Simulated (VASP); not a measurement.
Write the native input for VASP 6.6.1 that does the following.

```yaml
Task: single point
Functional: PBEsol
Potentials_or_basis: VASP PAW PBE potentials, release 64 (Zr_sv)
Cutoff: 520 eV
k_mesh: 16 × 16 × 8
Occupations: gaussian, width 0.05 eV
Spin: no spin polarisation
Dipole_correction: no
Further_INCAR_settings: ALGO = Normal; EDIFF = 1e-06; NBANDS = 19
```

The structure of Zr lies in POSCAR:

```
Zr
1.0
    3.1874382048      0.0000000000      0.0000000000
   -1.5937191024      2.7604024583      0.0000000000
    0.0000000000      0.0000000000      5.1074757188
Zr
2
Direct
    0.3333333333      0.6666666667      0.7500000000
    0.6666666667      0.3333333333      0.2500000000
```

The input as run:

INCAR

```
SYSTEM = Zr
ALGO = Normal ; EDIFF = 1E-6
ENCUT = 520 ; GGA = PS
ISIF = 2 ; ISMEAR = 0
LASPH = .True. ; LCHARG = .False.
LREAL = .False. ; LWAVE = .False.
NBANDS = 19 ; NELM = 80
PREC = Accurate ; SIGMA = 0.05
```

KPOINTS

```
k-points
0
Gamma
  16 16 8
  0 0 0
```

Potentials or basis: VASP PAW PBE potentials, release 64 (Zr_sv).

Launch:

```bash
$ cat potpaw_PBE.64/Zr_sv/POTCAR > POTCAR
$ mpirun -np 1 vasp_std > vasp.out
```

Results of the run:

- Pressure: 0.1 GPa
- Band gap on the k mesh: zero (bands 12 and 13 overlap by 1.33 eV)

Caveat: the PAW data sets were made with another functional, which shifts forces and pressure a little.

Run time: 2.2 min on 1 thread of Intel Xeon 8259CL, on a shared host, peak memory 0.23 GiB.
